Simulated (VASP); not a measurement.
# BRuSe (P4/nmm) in VASP: single point with LDA

Aim: the single point of BRuSe with LDA.

Program: VASP 6.6.1. These are calculated values, not measurements. Logs are shortened: lines on timing, memory, paths and dates and some standing lists are left out, and cuts for length are marked.

## (1) The cell of the first run

The structure is tetragonal, space group P4/nmm (No. 129). The conventional cell has a = 3.862 Å, b = 3.862 Å, c = 6.338 Å, α = 90.00°, β = 90.00°, γ = 90.00°. Within 2.9 Å of Ru (site symmetry -4m2) lie 4 B at 2.22 Å and 4 Ru at 2.73 Å and 4 Se at 2.82 Å. Within 3.7 Å of Se (site symmetry 4mm) lie 4 Ru at 2.82 Å and 6 B at 2.89 to 3.19 Å and 4 Se at 3.53 Å. Within 2.9 Å of B (site symmetry 4mm) lie 4 Ru at 2.22 Å and 4 Se at 2.89 Å.

## (2) Single point, LDA

INCAR reads:

```
SYSTEM = BRuSe
PREC = Accurate ; ENCUT = 520
EDIFF = 1E-6 ; ISMEAR = -1
SIGMA = 0.1 ; LREAL = .FALSE.
LASPH = .TRUE. ; NELM = 80
ALGO = Normal ; ISIF = 2
LWAVE = .FALSE. ; LCHARG = .FALSE.
GGA = CA ; NBANDS = 32
```

KPOINTS reads:

```
Automatic mesh
0
G
  5 5 3
  0 0 0
```

POSCAR reads:

```
BRuSe
1.0
    3.8617760000      0.0000000000      0.0000000000
    0.0000000000      3.8617760000      0.0000000000
    0.0000000000      0.0000000000      6.3380300000
Ru Se B
2 2 2
Direct
    0.7500000000      0.2500000000      0.0000000000
    0.2500000000      0.7500000000      0.0000000000
    0.2500000000      0.2500000000      0.6760000000
    0.7500000000      0.7500000000      0.3240000000
    0.2500000000      0.2500000000      0.1730000000
    0.7500000000      0.7500000000      0.8270000000
```

Potentials or basis: VASP PAW LDA potentials, release 64 (Ru_pv, Se, B).

Started as:

```
cat potpaw_LDA.64/Ru_pv/POTCAR potpaw_LDA.64/Se/POTCAR potpaw_LDA.64/B/POTCAR > POTCAR
mpirun -np 1 vasp_std > vasp.out
```

OUTCAR:

```text
SYSTEM = BRuSe
   PREC = Accurate
   ENCUT = 520
   EDIFF = 1E-6
   ISMEAR = -1
   LREAL = .FALSE.
   LASPH = .TRUE.
   NELM = 80
   ISIF = 2
   GGA = CA

 ion  position               nearest neighbor table
   1  0.750  0.250  0.000-   5 2.22   6 2.22   6 2.22   5 2.22   2 2.73   2 2.73   2 2.73   2 2.73
                             3 2.82   3 2.82   4 2.82   4 2.82
   2  0.250  0.750  0.000-   5 2.22   6 2.22   5 2.22   6 2.22   1 2.73   1 2.73   1 2.73   1 2.73
                             3 2.82   4 2.82   3 2.82   4 2.82
   3  0.250  0.250  0.676-   1 2.82   2 2.82   2 2.82   1 2.82
   4  0.750  0.750  0.324-   1 2.82   2 2.82   1 2.82   2 2.82
   5  0.250  0.250  0.173-   1 2.22   2 2.22   2 2.22   1 2.22
   6  0.750  0.750  0.827-   1 2.22   2 2.22   1 2.22   2 2.22

  LATTYP: Found a simple tetragonal cell.
 ALAT       =     3.8617760000
 C/A-ratio  =     1.6412215519

  Lattice vectors:

 A1 = (   3.8617760000,   0.0000000000,   0.0000000000)
 A2 = (   0.0000000000,   3.8617760000,   0.0000000000)
 A3 = (   0.0000000000,   0.0000000000,   6.3380300000)

Analysis of symmetry for initial positions (statically):
=====================================================================
 Subroutine PRICEL returns:
 Original cell was already a primitive cell.

 Routine SETGRP: Setting up the symmetry group for a
 simple tetragonal supercell.

 Subroutine GETGRP returns: Found 16 space group operations
 (whereof  4 operations were pure point group operations)
 out of a pool of 16 trial point group operations.

The static configuration has the point symmetry C_2h.
 The point group associated with its full space group is D_4h.

Analysis of symmetry for dynamics (positions and initial velocities):
=====================================================================
 Subroutine PRICEL returns:
 Original cell was already a primitive cell.

 Routine SETGRP: Setting up the symmetry group for a
 simple tetragonal supercell.

 Subroutine GETGRP returns: Found 16 space group operations
 (whereof  4 operations were pure point group operations)
 out of a pool of 16 trial point group operations.

The dynamic configuration has the point symmetry C_2h.
 The point group associated with its full space group is D_4h.

 Subroutine INISYM returns: Found 16 space group operations
 (whereof  4 operations are pure point group operations),
 and found     1 'primitive' translations
[... 82 lines left out ...]
   ISTART =      0    job   : 0-new  1-cont  2-samecut
   ICHARG =      2    charge: 1-file 2-atom 10-const
   ISPIN  =      1    spin polarized calculation?
   LNONCOLLINEAR =      F non collinear calculations
   LSORBIT =      F    spin-orbit coupling
   LASPH  =      T    aspherical Exc in radial PAW
   ENCUT  =  520.0 eV  38.22 Ry    6.18 a.u.   7.18  7.18 11.78*2*pi/ulx,y,z
   NELM   =     80;   NELMIN=  2; NELMDL= -5     # of ELM steps
   EDIFF  = 0.1E-05   stopping-criterion for ELM
   LREAL  =      F    real-space projection
[... 7 lines left out ...]
   TEBEG  =    0.0;   TEEND  =   0.0 temperature during run
   PSTRESS=    0.0 pullay stress
   NELECT =      46.0000    total number of electrons
   NUPDOWN=      -1.0000    fix difference up-down
   EMIN   =  10.00;   EMAX   =-10.00  energy-range for DOS
   EFERMI =   0.00;   METHOD = LEGACY
   ISMEAR =    -1;   SIGMA  =   0.10  broadening in eV -4-tet -1-fermi 0-gaus
   EFERMI_NEDOS =   21; number of points for ismear=-14 and -15
   IALGO  =     38    algorithm
   IMIX   =      4    mixing-type and parameters
     AMIX     =   0.40;   BMIX     =  1.00
     AMIX_MAG =   1.60;   BMIX_MAG =  1.00
  volume/ion in A,a.u.               =      15.75       106.31
  Fermi-wavevector in a.u.,A,eV,Ry     =   1.287710  2.433418 22.561129  1.658196
  Thomas-Fermi vector in A             =   2.419708
   LORBIT       =      0    0 simple, 1 ext, 2 COOP (PROOUT), +10 PAW based schemes
   GGA     = CA    functional components
   LHFCALC =     F    Hartree Fock is set to
   AEXX    =    0.0000 exact exchange contribution
   IVDW    =     0    specifies the selected vdW correction
   LEPSILON=     F    determine dielectric tensor
   LRPA    =     F    only Hartree local field effects (RPA)
 non-spin polarized calculation
  energy-cutoff  :      520.00
  volume of cell :       94.52
 maximum number of plane-waves:      2562
 NGX is ok and might be reduce to    30
   NGX = 15   NGY = 15   NGZ = 23

 number of electron      46.0000004 magnetization

 Free energy of the ion-electron system (eV)
  ---------------------------------------------------
  ext. energy  EPLUGINS =         0.00000000
  ---------------------------------------------------
  free energy    TOTEN  =       -41.13493887 eV

  energy without entropy =      -40.97683548  energy(sigma->0) =      -41.05588717

 E-fermi :   6.6934     XC(G=0): -11.3741

 val. band max:        6.6541800006   @ k =   0.4000   0.4000   0.0000
 cond. band min:       6.6962517165   @ k =   0.4000   0.0000   0.3333
 fundamental gap:      0.0420717158
 Fermi energy:         6.6933775972

 k-point     1 :       0.0000    0.0000    0.0000
  band No.  band energies     occupation
      1     -36.1638      2.00000
      2     -36.1638      2.00000
      3     -35.8455      2.00000
      4     -35.7306      2.00000
      5     -35.7210      2.00000
      6     -35.7210      2.00000
[... 409 lines left out ...]
     31      10.8416      0.00000
     32      10.8638      0.00000

------------------------ aborting loop because EDIFF is reached ----------------------------------------

  FORCE on cell =-STRESS in cart. coord.  units (eV):
  Direction    XX          YY          ZZ          XY          YZ          ZX
  --------------------------------------------------------------------------------------
  -------------------------------------------------------------------------------------
  Total       -5.4190644     -5.4190644    -13.8859947      0.0000000     -0.0000000     -0.0000000
  in kB      -91.8557710    -91.8557710   -235.3743468      0.0000000     -0.0000000     -0.0000000
  external PRESSURE =    -139.6952962 kB  Pullay stress =       0.0000000 kB

 VOLUME and BASIS-vectors are now :
 -----------------------------------------------------------------------------
  energy-cutoff  :      520.00
  volume of cell :       94.52
      direct lattice vectors                 reciprocal lattice vectors
     3.861776000  0.000000000  0.000000000     0.258948215  0.000000000  0.000000000
     0.000000000  3.861776000  0.000000000     0.000000000  0.258948215  0.000000000
     0.000000000  0.000000000  6.338030000     0.000000000  0.000000000  0.157777732

 POSITION                                       TOTAL-FORCE (eV/Angst)
 -----------------------------------------------------------------------------------
      2.89633      0.96544      0.00000         0.000000     -0.000000      0.000000
      0.96544      2.89633      0.00000        -0.000000      0.000000      0.000000
      0.96544      0.96544      4.28451         0.000000     -0.000000      0.764356
      2.89633      2.89633      2.05352         0.000000     -0.000000     -0.764356
      0.96544      0.96544      1.09648        -0.000000     -0.000000     -2.575837
      2.89633      2.89633      5.24155        -0.000000     -0.000000      2.575837
 -----------------------------------------------------------------------------------
    total drift:                                0.000000      0.000000     -0.000000

  FREE ENERGIE OF THE ION-ELECTRON SYSTEM (eV)
  ---------------------------------------------------
  free  energy   TOTEN  =       -41.1349388660 eV

  energy  without entropy=      -40.9768354770  energy(sigma->0) =      -41.05588717
```

OSZICAR:

```text
N       E                     dE             d eps       ncg     rms          rms(c)
DAV:   1     0.365668431044E+03    0.36567E+03   -0.25142E+04   816   0.138E+03
DAV:   2    -0.268325540774E+02   -0.39250E+03   -0.37568E+03   880   0.365E+02
DAV:   3    -0.436837518455E+02   -0.16851E+02   -0.16053E+02   936   0.712E+01
DAV:   4    -0.439734071455E+02   -0.28966E+00   -0.28908E+00   800   0.864E+00
DAV:   5    -0.439795489359E+02   -0.61418E-02   -0.61413E-02  1024   0.123E+00    0.236E+01
DAV:   6    -0.418300540520E+02    0.21495E+01   -0.10272E+01   856   0.216E+01    0.760E+00
DAV:   7    -0.416756437146E+02    0.15441E+00   -0.50346E+00   880   0.158E+01    0.781E+00
DAV:   8    -0.411562231377E+02    0.51942E+00   -0.16267E+00   872   0.838E+00    0.297E+00
DAV:   9    -0.411369476334E+02    0.19276E-01   -0.10594E-01   776   0.160E+00    0.412E-01
DAV:  10    -0.411352959980E+02    0.16516E-02   -0.11080E-02   856   0.474E-01    0.256E-01
DAV:  11    -0.411349725614E+02    0.32344E-03   -0.88061E-04   856   0.173E-01    0.732E-02
DAV:  12    -0.411349434965E+02    0.29065E-04   -0.15283E-04   896   0.517E-02    0.275E-02
DAV:  13    -0.411349386778E+02    0.48187E-05   -0.22327E-05   776   0.202E-02    0.647E-03
DAV:  14    -0.411349388660E+02   -0.18815E-06   -0.17428E-06   688   0.591E-03
   1 F= -.41134939E+02 E0= -.41055887E+02  d E =-.158103E+00
```

stdout:

```text
POSCAR found type information on POSCAR RuSeB
 POSCAR found :  3 types and       6 ions
 scaLAPACK will be used
 LDA part: xc-table for (Slater(with rela. corr.)+CA(PZ))
 , standard interpolation
 POSCAR, INCAR and KPOINTS ok, starting setup
 FFT: planning ... GRIDC
 FFT: planning ... GRID_SOFT
 FFT: planning ... GRID
 WAVECAR not read
 entering main loop
```

Wall time 17 s (1 thread of Intel Xeon 6975P-C (Granite Rapids), shared host); peak memory 0.18 GiB.

What came out:

- Free energy: -41.1349 eV
- Pressure: -14.0 GPa
- Largest force: 2.576 eV/Å
- Band gap on the k mesh: zero (bands 23 and 24 overlap by 0.75 eV)

Forces on the atoms (eV/Å):
```
Ru   0.000  0.000  0.000
Ru   0.000  0.000  0.000
Se   0.000  0.000  0.764
Se   0.000  0.000 -0.764
B    0.000  0.000 -2.576
B    0.000  0.000  2.576
```

Stress tensor (GPa, compression positive):
```
 -9.19   0.00   0.00
  0.00  -9.19   0.00
  0.00   0.00 -23.54
```

Caveat: the cell stands under tension; forces of over 1 eV/Å act on the atoms, so gaps and moduli don't describe the material at rest.
